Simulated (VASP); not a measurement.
Crystal: MnPt2.

```
CELL_PARAMETERS angstrom
2.85840 0.00000 0.00000
-1.42920 2.47545 0.00000
0.00000 0.00000 6.53250
ATOMIC_POSITIONS crystal
Pt 0.66667 0.33333 0.31621
Pt 0.33333 0.66667 0.68379
Mn 0.00000 0.00000 0.00000
```

Base run:

- Program: VASP 6.6.1
- Functional: PBEsol
- Potentials or basis: VASP PAW PBE potentials, release 64 (Pt, Mn_pv)
- Cutoff: 520 eV
- k mesh: 11 × 11 × 4
- Occupations: fermi-dirac, width 0.05 eV
- Spin: collinear spin, ferromagnetic start
- Starting moments: [0.0, 0.0, 0.25] μB

Its results: pressure -26.0 GPa; net moment 0.00 μB per cell; largest force 0.369 eV/Å.

Task: The run is repeated on the same cell with these changes: further incar settings from ALGO = Normal; EDIFF = 1e-06; NBANDS = 28 to ALGO = Fast; EDIFF = 1e-06; NBANDS = 28; moments at the start from [0.0, 0.0, 0.25] to [0.0, 0.0, 5.5]. What comes out?

Result: Pressure -9.3 GPa; net moment 4.52 μB per cell; site moments Pt +0.30; Mn +3.74 μB; largest force 0.040 eV/Å.

Caveats: the cell stands under tension; the PAW data sets were made with another functional, which shifts forces and pressure a little.
